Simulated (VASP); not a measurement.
# AlNi (P4/mmm) in VASP: a series of runs

Runs on AlNi. Level: PBE. Tasks: single point.

All numbers are computed with VASP 6.6.1; they aren't measurements. Logs are shortened: lines on timing, memory, paths and dates and some standing lists are left out, and cuts for length are marked.

**1. The cell of the first run**

It takes space group P4/mmm (No. 123, tetragonal). Conventional cell: a = 2.841 Å, b = 2.841 Å, c = 2.668 Å, α = 90.00°, β = 90.00°, γ = 90.00°. Al (site symmetry 4/mmm) has 8 Ni at 2.41 Å and 6 Al at 2.67 to 2.84 Å within 3.2 Å. Ni (site symmetry 4/mmm) has 8 Al at 2.41 Å and 6 Ni at 2.67 to 2.84 Å within 3.2 Å.

**2. Single point, PBE**

INCAR

```
SYSTEM = AlNi
ALGO     = Fast           ! electronic algorithm
EDIFF    = 1E-6           ! SCF threshold, eV
ENCUT    = 520            ! plane-wave cutoff, eV
GGA      = PE             ! functional
ISIF     = 2              ! what is computed and relaxed
ISMEAR   = 0              ! smearing method
LASPH    = .True.         ! aspherical terms in the spheres
LCHARG   = .True.         ! write CHGCAR
LELF     = .True.         ! ELF
LREAL    = .False.        ! projectors in reciprocal space
LVHAR    = .True.       
LWAVE    = .False.        ! write WAVECAR
NBANDS   = 14             ! bands
NELM     = 100            ! most SCF steps
PREC     = Accurate       ! precision mode
SIGMA    = 0.15           ! smearing width, eV
```

KPOINTS

```
k-points
0
Gamma
  16 16 16
  0 0 0
```

POSCAR

```
AlNi
1.0
    2.0085534309     -2.0085201929      0.0000000000
    2.0085534309      2.0085201929      0.0000000000
    0.0000000000      0.0000000000      2.6684000000
Al Ni
1 1
Direct
    0.0000000000      0.0000000000      0.0000000000
    0.5000000000      0.5000000000      0.5000000000
```

Potentials or basis: VASP PAW PBE potentials, release 64 (Al, Ni).

Run with:

```console
> cat potpaw_PBE.64/Al/POTCAR potpaw_PBE.64/Ni/POTCAR > POTCAR
> mpirun -np 1 vasp_std > vasp.out
```

OUTCAR:

```text
SYSTEM = AlNi
   EDIFF = 1E-6
   ENCUT = 520
   GGA = PE
   ISIF = 2
   ISMEAR = 0
   LASPH = .True.
   LREAL = .False.
   NELM = 100
   PREC = Accurate

 ion  position               nearest neighbor table
   1  0.000  0.000  0.000-   2 2.41   2 2.41   2 2.41   2 2.41   2 2.41   2 2.41   2 2.41   2 2.41

   2  0.500  0.500  0.500-   1 2.41   1 2.41   1 2.41   1 2.41   1 2.41   1 2.41   1 2.41   1 2.41

  LATTYP: Found a base centered orthorhombic cell.
 ALAT       =     4.0170403858
 B/A-ratio  =     1.0000165485
 C/A-ratio  =     0.6642701451

  Lattice vectors:

 A1 = (  -2.0085534309,  -2.0085201929,   0.0000000000)
 A2 = (   2.0085534309,  -2.0085201929,   0.0000000000)
 A3 = (   0.0000000000,   0.0000000000,   2.6684000000)

Analysis of symmetry for initial positions (statically):
=====================================================================
 Subroutine PRICEL returns:
 Original cell was already a primitive cell.

 Routine SETGRP: Setting up the symmetry group for a
 base centered orthorhombic supercell.

 Subroutine GETGRP returns: Found  8 space group operations
 (whereof  8 operations were pure point group operations)
 out of a pool of  8 trial point group operations.

The static configuration has the point symmetry D_2h.

Analysis of symmetry for dynamics (positions and initial velocities):
=====================================================================
 Subroutine PRICEL returns:
 Original cell was already a primitive cell.

 Routine SETGRP: Setting up the symmetry group for a
 base centered orthorhombic supercell.

 Subroutine GETGRP returns: Found  8 space group operations
 (whereof  8 operations were pure point group operations)
 out of a pool of  8 trial point group operations.

The dynamic configuration has the point symmetry D_2h.

 Subroutine INISYM returns: Found  8 space group operations
 (whereof  8 operations are pure point group operations),
 and found     1 'primitive' translations

----------------------------------------------------------------------------------------

                                     Primitive cell

  volume of cell :      21.5298

  direct lattice vectors                    reciprocal lattice vectors
     2.008553431 -2.008520193  0.000000000     0.248935374 -0.248939494  0.000000000
     2.008553431  2.008520193  0.000000000     0.248935374  0.248939494  0.000000000
     0.000000000  0.000000000  2.668400000     0.000000000  0.000000000  0.374756408

  length of vectors
     2.840500000  2.840500000  2.668400000     0.352050695  0.352050695  0.374756408

  position of ions in fractional coordinates (direct lattice)
     0.000000000  0.000000000  0.000000000
     0.500000000  0.500000000  0.500000000

  ion indices of the primitive-cell ions
   primitive index   ion index
                 1           1
                 2           2

----------------------------------------------------------------------------------------

 KPOINTS: k-points

Automatic generation of k-mesh.
 Grid dimensions read from file:
 generate k-points for:   16   16   16

 Generating k-lattice:

  Cartesian coordinates                     Fractional coordinates (reciprocal lattice)
     0.015558461 -0.015558718  0.000000000     0.062500000  0.000000000  0.000000000
     0.015558461  0.015558718  0.000000000     0.000000000  0.062500000  0.000000000
     0.000000000  0.000000000  0.023422276     0.000000000  0.000000000  0.062500000

  Length of vectors
     0.022003168  0.022003168  0.023422276

  Shift w.r.t. Gamma in fractional coordinates (k-lattice)
     0.000000000  0.000000000  0.000000000

 Subroutine IBZKPT returns following result:
 ===========================================

 Found    657 irreducible k-points:

 Following reciprocal coordinates:
            Coordinates               Weight
  0.000000  0.000000  0.000000      1.000000
  0.062500  0.000000  0.000000      4.000000
  0.125000  0.000000  0.000000      4.000000
  0.187500  0.000000  0.000000      4.000000
  0.250000  0.000000  0.000000      4.000000
[... 46 lines left out ...]
 fundamental gap:      0.0144673926
 Fermi energy:        11.4927859014

 k-point     1 :       0.0000    0.0000    0.0000
  band No.  band energies     occupation
      1      -0.4493      2.00000
      2       7.6796      2.00000
      3       7.7264      2.00000
      4       9.5792      2.00000
      5       9.7849      2.00000
      6       9.7849      2.00000
      7      16.6573      0.00000
      8      16.6574      0.00000
      9      19.1367      0.00000
     10      19.6886      0.00000
     11      20.0483      0.00000
     12      27.3737      0.00000
     13      32.6568      0.00000
     14      34.2564      0.00000

 k-point     2 :       0.0625    0.0000    0.0000
  band No.  band energies     occupation
      1      -0.3748      2.00000
      2       7.6758      2.00000
      3       7.7386      2.00000
      4       9.5423      2.00000
      5       9.7585      2.00000
      6       9.7881      2.00000
      7      15.9149      0.00000
      8      16.7603      0.00000
      9      19.2285      0.00000
     10      19.8867      0.00000
     11      20.5882      0.00000
     12      27.5548      0.00000
     13      31.7239      0.00000
     14      33.4940      0.00000

 k-point     3 :       0.1250    0.0000    0.0000
  band No.  band energies     occupation
      1      -0.1524      2.00000
      2       7.6374      2.00000
      3       7.7853      2.00000
      4       9.4407      2.00000
      5       9.6848      2.00000
      6       9.7972      2.00000
      7      14.5638      0.00000
      8      17.0603      0.00000
      9      19.4987      0.00000
     10      19.9007      0.00000
     11      21.8904      0.00000
     12      28.1271      0.00000
     13      30.1798      0.00000
     14      32.0881      0.00000
[... 324 lines left out ...]
 k-point    23 :      -0.1250    0.0625    0.0000
  band No.  band energies     occupation
      1      -0.0787      2.00000
      2       7.6541      2.00000
      3       7.7830      2.00000
      4       9.3968      2.00000
      5       9.6876      2.00000
      6       9.7719      2.00000
      7      14.6300      0.00000
      8      16.3083      0.00000
      9      19.5897      0.00000
     10      20.5815      0.00000
     11      22.0046      0.00000
     12      28.2810      0.00000
     13      29.3007      0.00000
     14      32.1168      0.00000

 k-point    24 :      -0.0625    0.0625    0.0000
  band No.  band energies     occupation
      1      -0.3005      2.00000
      2       7.6797      2.00000
      3       7.7446      2.00000
      4       9.5035      2.00000
      5       9.7574      2.00000
      6       9.7662      2.00000
      7      15.8768      0.00000
      8      16.1473      0.00000
      9      19.3202      0.00000
     10      20.5231      0.00000
     11      20.7042      0.00000
     12      27.7311      0.00000
     13      30.8022      0.00000
     14      33.4004      0.00000

 [... further k-points ...]

------------------------ aborting loop because EDIFF is reached ----------------------------------------

  FORCE on cell =-STRESS in cart. coord.  units (eV):
  Direction    XX          YY          ZZ          XY          YZ          ZX
  --------------------------------------------------------------------------------------
  -------------------------------------------------------------------------------------
  Total        2.8991087      2.8998614      3.9635898      0.0000000      0.0000000      0.0000000
  in kB      215.7419295    215.7979439    294.9570411      0.0000000      0.0000000      0.0000000
  external PRESSURE =     242.1656382 kB  Pullay stress =       0.0000000 kB

 VOLUME and BASIS-vectors are now :
 -----------------------------------------------------------------------------
  energy-cutoff  :      520.00
  volume of cell :       21.53
      direct lattice vectors                 reciprocal lattice vectors
     2.008553431 -2.008520193  0.000000000     0.248935374 -0.248939494  0.000000000
     2.008553431  2.008520193  0.000000000     0.248935374  0.248939494  0.000000000
     0.000000000  0.000000000  2.668400000     0.000000000  0.000000000  0.374756408

 POSITION                                       TOTAL-FORCE (eV/Angst)
 -----------------------------------------------------------------------------------
      0.00000      0.00000      0.00000        -0.000000     -0.000000      0.000000
      2.00855      0.00000      1.33420         0.000000      0.000000      0.000000
 -----------------------------------------------------------------------------------
    total drift:                                0.000000     -0.000000     -0.000000

  FREE ENERGIE OF THE ION-ELECTRON SYSTEM (eV)
  ---------------------------------------------------
  free  energy   TOTEN  =       -10.3394543268 eV

  energy  without entropy=      -10.3305411906  energy(sigma->0) =      -10.33499776
```

Wall time 2.1 min (1 thread of Intel Xeon Platinum 8259CL at 2.50GHz (Skylake/Cascade Lake), shared host); peak memory 0.31 GiB.

What came out:

```yaml
Free_energy: -10.3395 eV
Pressure: 24.2 GPa
Band_gap_on_the_k_mesh: zero (an odd number of electrons rules out a gap without spin polarisation)
```

Stress tensor (GPa, compression positive):
```
21.57  0.00  0.00
 0.00 21.58  0.00
 0.00  0.00 29.50
```

Caveat: the cell stands under pressure. Spin polarisation is off, so any magnetic state and its effect on volume and gap are missing.

**3. Single point, PBE**

This run uses another cell than the first one, of 10.92 Å³/atom.

INCAR

```
SYSTEM = AlNi
PREC = Accurate
ENCUT = 520
EDIFF = 1E-6
ISMEAR = 0
SIGMA = 0.15
LREAL = .FALSE.
LASPH = .TRUE.
NELM = 100
ALGO = Fast
ISIF = 2
LWAVE = .FALSE.
LCHARG = .FALSE.
GGA = PE
NBANDS = 14
```

KPOINTS

```
regular mesh
0
G
  16 16 16
  0 0 0
```

POSCAR

```
AlNi
1.0
    1.9405291957     -1.9404970834      0.0000000000
    1.9405291957      1.9404970834      0.0000000000
    0.0000000000      0.0000000000      2.9004437058
Al Ni
1 1
Direct
    0.0000000000      0.0000000000      0.0000000000
    0.5000000000      0.5000000000      0.5000000000
```

Potentials or basis: VASP PAW PBE potentials, release 64 (Al, Ni).

Run with:

```console
> cat potpaw_PBE.64/Al/POTCAR potpaw_PBE.64/Ni/POTCAR > POTCAR
> mpirun -np 1 vasp_std > vasp.out
```

Run time: 2.5 min. Hardware: 1 thread of Intel Xeon Platinum 8259CL at 2.50GHz (Skylake/Cascade Lake), shared host; peak memory 0.31 GiB.

Results (log left out):

| Property | Result |
| --- | --- |
| Free energy | -10.3920 eV |
| Pressure | 20.9 GPa |
| Band gap on the k mesh | zero (an odd number of electrons rules out a gap without spin polarisation) |

Stress tensor (GPa, compression positive):
```
22.44  0.00  0.00
 0.00 22.44  0.00
 0.00  0.00 17.69
```

Levels at points of the mesh, in eV from the Fermi level:
```tsv
k point	band 4	band 5	band 6	band 7	band 8	band 9	band 10	band 11
(0.00, 0.00, 0.00)	-1.78	-1.78	-1.62	4.55	6.62	6.62	8.08	8.65
(0.50, 0.00, 0.00)	-2.76	-2.41	-1.66	-0.54	8.30	9.29	10.92	11.22
(0.50, 0.50, 0.00)	-2.86	-2.52	-2.52	-1.03	2.02	3.29	12.40	15.10
(0.00, 0.00, 0.50)	-2.41	-2.41	-1.55	-1.00	8.41	11.01	11.01	12.01
(0.50, 0.00, 0.50)	-3.11	-2.29	-2.23	-1.20	1.52	2.74	13.85	16.00
(0.50, 0.50, 0.50)	-1.19	-1.01	1.84	2.00	2.00	4.54	4.65	4.65
```

Caveat: the cell stands under pressure. Spin polarisation is off, so any magnetic state and its effect on volume and gap are missing.

**4. Single point, PBE**

This run uses another cell than the first one, of 11.01 Å³/atom.

INCAR

```
SYSTEM = AlNi
PREC     = Accurate       ! precision mode
ENCUT    = 520            ! plane-wave cutoff, eV
EDIFF    = 1E-6           ! SCF threshold, eV
ISMEAR   = 0              ! smearing method
SIGMA    = 0.15           ! smearing width, eV
LREAL    = .False.        ! projectors in reciprocal space
LASPH    = .True.         ! aspherical terms in the spheres
NELM     = 60             ! most SCF steps
ALGO     = Fast           ! electronic algorithm
ISIF     = 2              ! what is computed and relaxed
LWAVE    = .False.        ! write WAVECAR
LCHARG   = .False.        ! write CHGCAR
GGA      = PE             ! functional
NBANDS   = 14             ! bands
```

KPOINTS

```
Automatic mesh
0
Gamma
  16 16 16
  0 0 0
```

POSCAR

```
AlNi
1.0
    1.9745413133     -1.9745086382      0.0000000000
    1.9745413133      1.9745086382      0.0000000000
    0.0000000000      0.0000000000      2.8231000000
Al Ni
1 1
Direct
    0.0000000000      0.0000000000      0.0000000000
    0.5000000000      0.5000000000      0.5000000000
```

Run with:

```console
> cat potpaw_PBE.64/Al/POTCAR potpaw_PBE.64/Ni/POTCAR > POTCAR
> mpirun -np 1 vasp_std > vasp.out
```

Wall time 2.6 min (1 thread of Intel Xeon Platinum 8259CL at 2.50GHz (Skylake/Cascade Lake), shared host); peak memory 0.32 GiB.

The run converged. Its results:

| Quantity | Value |
| --- | --- |
| Free energy | -10.4253 eV |
| Pressure | 18.7 GPa |
| Band gap on the k mesh | zero (an odd number of electrons rules out a gap without spin polarisation) |

Stress tensor (GPa, compression positive):
```
19.11  0.00  0.00
 0.00 19.12  0.00
 0.00  0.00 17.91
```

Levels at points of the mesh, in eV from the Fermi level:
```
           k point  band 5  band 6  band 7  band 8  band 9  band 10
(0.00, 0.00, 0.00)   -1.73   -1.69    5.59    6.01    6.01     8.35
(0.50, 0.00, 0.00)   -2.48   -1.62   -0.66    8.37   10.20    10.58
(0.50, 0.50, 0.00)   -2.36   -2.36   -1.10    1.71    2.95    13.03
(0.00, 0.00, 0.50)   -2.48   -1.60   -0.75    8.37   10.54    10.54
(0.50, 0.00, 0.50)   -2.31   -2.30   -1.13    1.61    2.84    13.32
(0.50, 0.50, 0.50)   -1.07    1.92    1.94    1.95    4.45     4.78
```

Caveat: the cell stands under pressure. Spin polarisation is off, so any magnetic state and its effect on volume and gap are missing.

**5. Single point, PBE**

This run uses another cell than the first one, of 11.08 Å³/atom.

INCAR

```
SYSTEM = AlNi
ALGO = Fast
EDIFF = 1E-7
ENCUT = 520
GGA = PE
ISIF = 2
ISMEAR = 0
LASPH = .True.
LCHARG = .True.
LELF = .True.
LREAL = .False.
LVHAR = .True.
LWAVE = .False.
NBANDS = 14
NELM = 100
PREC = Accurate
SIGMA = 0.15
```

KPOINTS

```
k-points
0
Gamma
  16 16 16
  0 0 0
```

POSCAR

```
AlNi
1.0
    2.0085534309     -2.0085201929      0.0000000000
    2.0085534309      2.0085201929      0.0000000000
    0.0000000000      0.0000000000      2.7458000000
Al Ni
1 1
Direct
    0.0000000000      0.0000000000      0.0000000000
    0.5000000000      0.5000000000      0.5000000000
```

Run with:

```console
> cat potpaw_PBE.64/Al/POTCAR potpaw_PBE.64/Ni/POTCAR > POTCAR
> mpirun -np 1 vasp_std > vasp.out
```

It took 2.7 min on 1 thread of Intel Xeon Platinum 8259CL at 2.50GHz (Skylake/Cascade Lake), shared host; peak memory 0.31 GiB.

It converged, with:

- Free energy: -10.4354 eV
- Pressure: 17.2 GPa
- Band gap on the k mesh: zero (an odd number of electrons rules out a gap without spin polarisation)

Stress tensor (GPa, compression positive):
```
15.89  0.00  0.00
 0.00 15.89  0.00
 0.00  0.00 19.87
```

Levels at points of the mesh, in eV from the Fermi level:
```tsv
k point	band 3	band 4	band 5	band 6	band 7	band 8	band 9	band 10	band 11	band 12
(0.00, 0.00, 0.00)	-3.60	-1.78	-1.67	-1.67	5.41	5.41	6.71	8.23	8.46	15.21
(0.50, 0.00, 0.00)	-3.10	-2.56	-2.34	-1.58	-0.78	8.33	9.96	11.17	11.19	12.27
(0.50, 0.50, 0.00)	-3.26	-3.26	-2.20	-2.20	-1.18	1.40	2.62	13.77	16.27	16.28
(0.00, 0.00, 0.50)	-3.03	-2.55	-2.55	-1.65	-0.50	8.37	10.10	10.10	11.56	11.56
(0.50, 0.00, 0.50)	-3.11	-2.93	-2.38	-2.34	-1.10	1.75	2.95	12.86	15.32	15.61
(0.50, 0.50, 0.50)	-4.49	-1.13	-1.04	1.91	1.91	2.00	4.39	4.53	4.91	4.91
```

Caveat: the cell stands under pressure.

**6. Single point, PBE**

This run uses another cell than the first one, of 11.13 Å³/atom.

INCAR

```
PREC = Accurate ; ENCUT = 520
EDIFF = 1E-6 ; ISMEAR = 0
SIGMA = 0.15 ; LREAL = False
LASPH = True ; NELM = 100
ALGO = Fast ; ISIF = 2
LWAVE = False ; LCHARG = False
GGA = PE ; NBANDS = 14
```

KPOINTS

```
Automatic mesh
0
Gamma
  16 16 16
```

POSCAR

```
AlNi
1.0
    2.0426321469     -2.0425983450      0.0000000000
    2.0426321469      2.0425983450      0.0000000000
    0.0000000000      0.0000000000      2.6684000000
Al Ni
1 1
Direct
    0.0000000000      0.0000000000      0.0000000000
    0.5000000000      0.5000000000      0.5000000000
```

Potentials or basis: VASP PAW PBE potentials, release 64 (Al, Ni).

Run with:

```console
> cat potpaw_PBE.64/Al/POTCAR potpaw_PBE.64/Ni/POTCAR > POTCAR
> mpirun -np 1 vasp_std > vasp.out
```

It took 2.1 min on 1 thread of Intel Xeon Platinum 8259CL at 2.50GHz (Skylake/Cascade Lake), shared host; peak memory 0.31 GiB.

The run converged. Its results:

```
Free energy            : -10.4196 eV
Pressure               : 16.7 GPa
Band gap on the k mesh : zero (an odd number of electrons rules out a gap without spin polarisation)
```

Stress tensor (GPa, compression positive):
```
13.51  0.00  0.00
 0.00 13.51  0.00
 0.00  0.00 23.12
```

Levels at points of the mesh, in eV from the Fermi level:
```tsv
k point	band 3	band 4	band 5	band 6	band 7	band 8	band 9	band 10	band 11	band 12
(0.00, 0.00, 0.00)	-3.59	-1.86	-1.61	-1.61	4.83	4.83	7.92	8.01	8.40	15.35
(0.50, 0.00, 0.00)	-3.14	-2.64	-2.16	-1.53	-0.91	8.18	9.35	10.51	12.24	13.09
(0.50, 0.50, 0.00)	-3.46	-3.46	-2.05	-2.05	-1.25	1.08	2.30	14.60	16.78	16.98
(0.00, 0.00, 0.50)	-2.95	-2.64	-2.64	-1.71	-0.27	8.40	9.69	9.69	11.40	11.40
(0.50, 0.00, 0.50)	-3.09	-2.67	-2.48	-2.36	-1.09	1.94	3.06	12.46	14.70	15.12
(0.50, 0.50, 0.50)	-4.44	-1.19	-0.99	1.91	1.91	2.09	4.17	4.37	5.05	5.05
```

Caveat: the cell stands under pressure.

**7. Summary**

```tsv
cell	further INCAR settings	gap on the mesh (eV)	pressure (GPa)
a = 2.841, b = 2.841, c = 2.668 Å, 2 atoms	ALGO = Fast; EDIFF = 1e-06; NBANDS = 14	none	24.2
a = 2.744, b = 2.744, c = 2.900 Å, 2 atoms	ALGO = Fast; EDIFF = 1e-06; NBANDS = 14	none	20.9
a = 2.792, b = 2.792, c = 2.823 Å, 2 atoms	ALGO = Fast; EDIFF = 1e-06; NBANDS = 14	none	18.7
a = 2.841, b = 2.841, c = 2.746 Å, 2 atoms	ALGO = Fast; EDIFF = 1e-07; NBANDS = 14	none	17.2
a = 2.889, b = 2.889, c = 2.668 Å, 2 atoms	ALGO = Fast; EDIFF = 1e-06; NBANDS = 14	none	16.7
```

Alike in all rows: task single point; level PBE; potentials or basis VASP PAW PBE potentials, release 64 (Al, Ni); no spin polarisation; k mesh 16 × 16 × 16; cutoff (eV) 520; smearing gaussian 0.15 eV.

Caveats: the cell stands under pressure.

Total energies depend on the potentials used, so only differences within one code and one set of settings carry meaning.
